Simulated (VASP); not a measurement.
# La (P6_3/mmc) in VASP: further runs

La is run at these levels: PBEsol; tasks: single point, relaxation of cell and atoms.

Everything below comes from runs of VASP 6.6.1. Logs are shortened: lines on timing, memory, paths and dates and some standing lists are left out, and cuts for length are marked.

## (1) The cell of the first run

It takes space group P6_3/mmc (No. 194, hexagonal). The conventional cell has a = 3.452 Å, b = 3.452 Å, c = 5.695 Å, α = 90.00°, β = 90.00°, γ = 120.00°. Within 4.5 Å of La (site symmetry -6m2) lie 12 La at 3.45 to 3.48 Å.

## (2) Single point, PBEsol

Contents of INCAR:

```
SYSTEM = La
PREC = Accurate
ENCUT = 520
EDIFF = 1E-7
ISMEAR = -1
SIGMA = 0.05
LREAL = .False.
LASPH = .True.
NELM = 80
ALGO = Normal
ISIF = 2
LWAVE = .False.
LCHARG = .False.
GGA = PS
NBANDS = 18
```

Contents of KPOINTS:

```
regular mesh
0
Gamma
  8 8 5
  0 0 0
```

Contents of POSCAR:

```
La
1.0
    3.4519349432      0.0000000000      0.0000000000
   -1.7259674716      2.9894633530      0.0000000000
    0.0000000000      0.0000000000      5.6951600925
La
2
Direct
    0.6666666667      0.3333333333      0.7500000000
    0.3333333333      0.6666666667      0.2500000000
```

Potentials or basis: VASP PAW PBE potentials, release 64 (La).

On the command line:

```
cat potpaw_PBE.64/La/POTCAR > POTCAR
mpirun -np 1 vasp_std > vasp.out
```

OUTCAR:

```text
SYSTEM = La
   PREC = Accurate
   ENCUT = 520
   EDIFF = 1E-7
   ISMEAR = -1
   LREAL = .False.
   LASPH = .True.
   NELM = 80
   ISIF = 2
   GGA = PS

 ion  position               nearest neighbor table
   1  0.667  0.333  0.750-   2 3.48   2 3.48   2 3.48   2 3.48   2 3.48   2 3.48
   2  0.333  0.667  0.250-   1 3.48   1 3.48   1 3.48   1 3.48   1 3.48   1 3.48

  LATTYP: Found a hexagonal cell.
 ALAT       =     3.4519349432
 C/A-ratio  =     1.6498457202

  Lattice vectors:

 A1 = (   3.4519349432,   0.0000000000,   0.0000000000)
 A2 = (  -1.7259674716,   2.9894633530,   0.0000000000)
 A3 = (   0.0000000000,   0.0000000000,   5.6951600925)

Analysis of symmetry for initial positions (statically):
=====================================================================
 Subroutine PRICEL returns:
 Original cell was already a primitive cell.

 Routine SETGRP: Setting up the symmetry group for a
 hexagonal supercell.

 Subroutine GETGRP returns: Found 24 space group operations
 (whereof 12 operations were pure point group operations)
 out of a pool of 24 trial point group operations.

The static configuration has the point symmetry D_3d.
 The point group associated with its full space group is D_6h.

Analysis of symmetry for dynamics (positions and initial velocities):
=====================================================================
 Subroutine PRICEL returns:
 Original cell was already a primitive cell.

 Routine SETGRP: Setting up the symmetry group for a
 hexagonal supercell.

 Subroutine GETGRP returns: Found 24 space group operations
 (whereof 12 operations were pure point group operations)
 out of a pool of 24 trial point group operations.

The dynamic configuration has the point symmetry D_3d.
 The point group associated with its full space group is D_6h.

 Subroutine INISYM returns: Found 24 space group operations
 (whereof 12 operations are pure point group operations),
 and found     1 'primitive' translations

----------------------------------------------------------------------------------------

                                     Primitive cell

  volume of cell :      58.7708

  direct lattice vectors                    reciprocal lattice vectors
     3.451934943  0.000000000  0.000000000     0.289692597  0.167254099  0.000000000
    -1.725967472  2.989463353  0.000000000     0.000000000  0.334508198  0.000000000
     0.000000000  0.000000000  5.695160093     0.000000000  0.000000000  0.175587689

  length of vectors
     3.451934943  3.451934943  5.695160093     0.334508198  0.334508198  0.175587689

  position of ions in fractional coordinates (direct lattice)
     0.666666667  0.333333333  0.750000000
     0.333333333  0.666666667  0.250000000

  ion indices of the primitive-cell ions
   primitive index   ion index
                 1           1
                 2           2

----------------------------------------------------------------------------------------

 KPOINTS: regular mesh

Automatic generation of k-mesh.
 Grid dimensions read from file:
 generate k-points for:    8    8    5

 Generating k-lattice:

  Cartesian coordinates                     Fractional coordinates (reciprocal lattice)
     0.036211575  0.020906762  0.000000000     0.125000000  0.000000000  0.000000000
     0.000000000  0.041813525  0.000000000     0.000000000  0.125000000  0.000000000
     0.000000000  0.000000000  0.035117538     0.000000000  0.000000000  0.200000000

  Length of vectors
     0.041813525  0.041813525  0.035117538

  Shift w.r.t. Gamma in fractional coordinates (k-lattice)
     0.000000000  0.000000000  0.000000000

 Subroutine IBZKPT returns following result:
 ===========================================

 Found     30 irreducible k-points:

 Following reciprocal coordinates:
            Coordinates               Weight
  0.000000  0.000000  0.000000      1.000000
  0.125000  0.000000  0.000000      6.000000
  0.250000  0.000000  0.000000      6.000000
  0.375000  0.000000  0.000000      6.000000
  0.500000  0.000000  0.000000      3.000000
  0.125000  0.125000  0.000000      6.000000
[... 16 lines left out ...]
  0.250000  0.000000  0.400000     12.000000
  0.375000  0.000000  0.400000     12.000000
 [... further k-points ...]
   k-points           NKPTS =     30   k-points in BZ     NKDIM =     30   number of bands    NBANDS=     18
   number of dos      NEDOS =    301   number of ions     NIONS =      2
   total plane-waves  NPLWV =  32928
   dimension x,y,z NGX =    28 NGY =   28 NGZ =   42
   dimension x,y,z NGXF=    56 NGYF=   56 NGZF=   84
   ions per type =               2
   NGX,Y,Z   is equivalent  to a cutoff of  13.48, 13.48, 12.26 a.u.
   NGXF,Y,Z  is equivalent  to a cutoff of  26.97, 26.97, 24.52 a.u.
 SYSTEM =  La
   PREC   = accura    normal or accurate (medium, high low for compatibility)
   ISTART =      0    job   : 0-new  1-cont  2-samecut
   ICHARG =      2    charge: 1-file 2-atom 10-const
   ISPIN  =      1    spin polarized calculation?
   LNONCOLLINEAR =      F non collinear calculations
   LSORBIT =      F    spin-orbit coupling
   LASPH  =      T    aspherical Exc in radial PAW
   ENCUT  =  520.0 eV  38.22 Ry    6.18 a.u.   6.42  6.42 10.59*2*pi/ulx,y,z
   NELM   =     80;   NELMIN=  2; NELMDL= -5     # of ELM steps
   EDIFF  = 0.1E-06   stopping-criterion for ELM
   LREAL  =      F    real-space projection
   EDIFFG = 0.1E-05   stopping-criterion for IOM
   NSW    =      0    number of steps for IOM
   IBRION =     -1    ionic relax: 0-MD 1-quasi-New 2-CG
   NFREE  =      0    steps in history (QN), initial steepest desc. (CG)
   ISIF   =      2    stress and relaxation
   ISYM   =      2    0-nonsym 1-usesym 2-fastsym
   POTIM  = 0.5000    time-step for ionic-motion
   TEBEG  =    0.0;   TEEND  =   0.0 temperature during run
   PSTRESS=    0.0 pullay stress
   NELECT =      22.0000    total number of electrons
   NUPDOWN=      -1.0000    fix difference up-down
   EMIN   =  10.00;   EMAX   =-10.00  energy-range for DOS
   EFERMI =   0.00;   METHOD = LEGACY
   ISMEAR =    -1;   SIGMA  =   0.05  broadening in eV -4-tet -1-fermi 0-gaus
   EFERMI_NEDOS =   21; number of points for ismear=-14 and -15
   IALGO  =     38    algorithm
   IMIX   =      4    mixing-type and parameters
     AMIX     =   0.40;   BMIX     =  1.00
     AMIX_MAG =   1.60;   BMIX_MAG =  1.00
  volume/ion in A,a.u.               =      29.39       198.30
  Fermi-wavevector in a.u.,A,eV,Ry     =   1.179855  2.229602 18.940082  1.392057
  Thomas-Fermi vector in A             =   2.316158
   LORBIT       =      0    0 simple, 1 ext, 2 COOP (PROOUT), +10 PAW based schemes
   GGA     = PS    functional components
   LHFCALC =     F    Hartree Fock is set to
   AEXX    =    0.0000 exact exchange contribution
   IVDW    =     0    specifies the selected vdW correction
   LEPSILON=     F    determine dielectric tensor
   LRPA    =     F    only Hartree local field effects (RPA)
 non-spin polarized calculation
  energy-cutoff  :      520.00
  volume of cell :       58.77
 maximum number of plane-waves:      1605
 NGX is ok and might be reduce to    28
   NGX = 13   NGY = 13   NGZ = 21

 number of electron      22.0000001 magnetization

 Free energy of the ion-electron system (eV)
  ---------------------------------------------------
  ext. energy  EPLUGINS =         0.00000000
  ---------------------------------------------------
  free energy    TOTEN  =       -10.46317661 eV

  energy without entropy =      -10.43828322  energy(sigma->0) =      -10.45072992

 E-fermi :  10.2135     XC(G=0): -10.6845

 val. band max:       10.2063138109   @ k =   0.2500   0.2500   0.4000
 cond. band min:      10.2389247978   @ k =   0.2500   0.2500   0.0000
 fundamental gap:      0.0326109868
 Fermi energy:        10.2135210043

 k-point     1 :       0.0000    0.0000    0.0000
  band No.  band energies     occupation
      1     -22.4687      2.00000
      2     -22.0069      2.00000
      3      -7.3659      2.00000
      4      -5.0242      2.00000
      5      -5.0242      2.00000
      6      -4.7558      2.00000
[... 10 lines left out ...]
     17      12.2312      0.00000
     18      12.4222      0.00000

 k-point     2 :       0.1250    0.0000    0.0000
  band No.  band energies     occupation
      1     -22.4088      2.00000
      2     -21.9747      2.00000
      3      -7.2491      2.00000
      4      -5.3836      2.00000
      5      -5.1305      2.00000
      6      -5.0600      2.00000
[... 10 lines left out ...]
     17      12.2043      0.00000
     18      12.3434      0.00000

 k-point     3 :       0.2500    0.0000    0.0000
  band No.  band energies     occupation
      1     -22.2541      2.00000
      2     -21.9012      2.00000
      3      -6.9267      2.00000
      4      -6.1804      2.00000
      5      -5.8208      2.00000
      6      -5.3602      2.00000
[... 10 lines left out ...]
     17      12.3929      0.00000
     18      12.5579      0.00000

 k-point     4 :       0.3750    0.0000    0.0000
  band No.  band energies     occupation
      1     -22.0759      2.00000
      2     -21.8426      2.00000
      3      -6.8974      2.00000
      4      -6.4956      2.00000
      5      -6.4912      2.00000
      6      -5.5666      2.00000
[... 375 lines left out ...]
      4      -5.8626      2.00000
      5      -5.2062      2.00000
      6      -5.0436      2.00000
[... 10 lines left out ...]
     17      12.3734      0.00000
     18      12.4559      0.00000

 k-point    23 :       0.2500    0.0000    0.4000
  band No.  band energies     occupation
      1     -22.1361      2.00000
      2     -22.0271      2.00000
      3      -6.6470      2.00000
      4      -6.3294      2.00000
      5      -5.6539      2.00000
      6      -5.2741      2.00000
[... 10 lines left out ...]
     17      12.3913      0.00000
     18      12.4416      0.00000

 k-point    24 :       0.3750    0.0000    0.4000
  band No.  band energies     occupation
      1     -21.9965      2.00000
      2     -21.9244      2.00000
      3      -7.0762      2.00000
      4      -6.9219      2.00000
      5      -5.6762      2.00000
      6      -5.3811      2.00000
[... 10 lines left out ...]
     17      12.5104      0.00000
     18      12.5682      0.00000

 [... further k-points ...]
[... 5 lines left out ...]
  --------------------------------------------------------------------------------------
  -------------------------------------------------------------------------------------
  Total        1.8584918      1.8584918      1.8824124      0.0000000      0.0000000      0.0000000
  in kB       50.6651650     50.6651650     51.3172747      0.0000000      0.0000000      0.0000000
  external PRESSURE =      50.8825349 kB  Pullay stress =       0.0000000 kB

 VOLUME and BASIS-vectors are now :
 -----------------------------------------------------------------------------
  energy-cutoff  :      520.00
  volume of cell :       58.77
      direct lattice vectors                 reciprocal lattice vectors
     3.451934943  0.000000000  0.000000000     0.289692597  0.167254099  0.000000000
    -1.725967472  2.989463353  0.000000000     0.000000000  0.334508198  0.000000000
     0.000000000  0.000000000  5.695160093     0.000000000  0.000000000  0.175587689

 POSITION                                       TOTAL-FORCE (eV/Angst)
 -----------------------------------------------------------------------------------
      1.72597      0.99649      4.27137        -0.000000      0.000000      0.000000
     -0.00000      1.99298      1.42379         0.000000     -0.000000      0.000000
 -----------------------------------------------------------------------------------
    total drift:                               -0.000000      0.000000     -0.000000

  FREE ENERGIE OF THE ION-ELECTRON SYSTEM (eV)
  ---------------------------------------------------
  free  energy   TOTEN  =       -10.4631766134 eV

  energy  without entropy=      -10.4382832222  energy(sigma->0) =      -10.45072992
```

Run time: 21 s. Hardware: 1 thread of Intel Xeon 6975P-C (Granite Rapids), shared host; peak memory 0.19 GiB.

Results:

```
Free energy            : -10.4632 eV
Pressure               : 5.1 GPa
Band gap on the k mesh : zero (bands 11 and 12 overlap by 1.60 eV)
```

Levels at points of the mesh, in eV from the Fermi level:
```
           k point  band 8  band 9  band 10  band 11  band 12  band 13  band 14  band 15
(0.00, 0.00, 0.00)  -14.92   -2.89    -2.02     1.01     1.47     1.47     1.76     1.90
(0.50, 0.00, 0.00)  -15.27   -2.25    -1.64    -1.25     1.38     1.67     1.68     1.79
```

Caveat: the cell stands under pressure; the PAW data sets were made with another functional, which shifts forces and pressure a little; spin-orbit coupling is left out, which moves the levels of the heavy elements.

(Part 1 of 3 ends here.)

The gap in the log of VASP goes by the Fermi energy; the results here count the filled bands.